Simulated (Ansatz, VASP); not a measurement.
## TiSiTe4 in VASP and in Ansatz

```
CELL_PARAMETERS angstrom
4.88303 0.00000 0.00000
-2.44151 4.22883 0.00000
0.00000 0.00000 8.77539
ATOMIC_POSITIONS crystal
Ti 0.00000 0.00000 0.13650
Si 0.00000 0.00000 0.47748
Te 0.50000 0.00000 0.30580
Te 0.00000 0.50000 0.30580
Te 0.50000 0.50000 0.30580
Te 0.00000 0.00000 0.70762
```

Alike in both runs: task relaxation of cell and atoms; functional PBE; k mesh 6 × 6 × 2; occupations gaussian, width 0.1 eV; no spin polarisation.

|  | VASP | Ansatz |
| --- | --- | --- |
| version | VASP 6.6.1 | Ansatz 0.2.0 |
| potentials or method | VASP PAW PBE potentials, release 64 (Ti_sv, Si, Te), cutoff 600 eV | scalar-relativistic, plane waves, PAW |
| valence electrons in the cell | 40 | 80 |

VASP gave:

- gap on the k mesh at the Fermi level, each at its own relaxed structure (eV): none
- relaxed volume (Å³/atom): 40.37
- relaxed cell length with the largest relative difference (Å): 7.464

Problem. Estimate Ansatz's values.

Solution. gap on the k mesh at the Fermi level, each at its own relaxed structure (eV): none; relaxed volume (Å³/atom): 40.33; relaxed cell length with the largest relative difference (Å): 7.453.

A gap of «none» marks a metal or a gap that the smearing closes. VASP's potentials hold 40 valence electrons a cell and Ansatz's 80, so a difference there can come from the potentials and not from the codes.

Neither program's run includes spin-orbit coupling. Noted on VASP's run: the volume moved by over 15 % at a fixed basis, so the end points are rough.
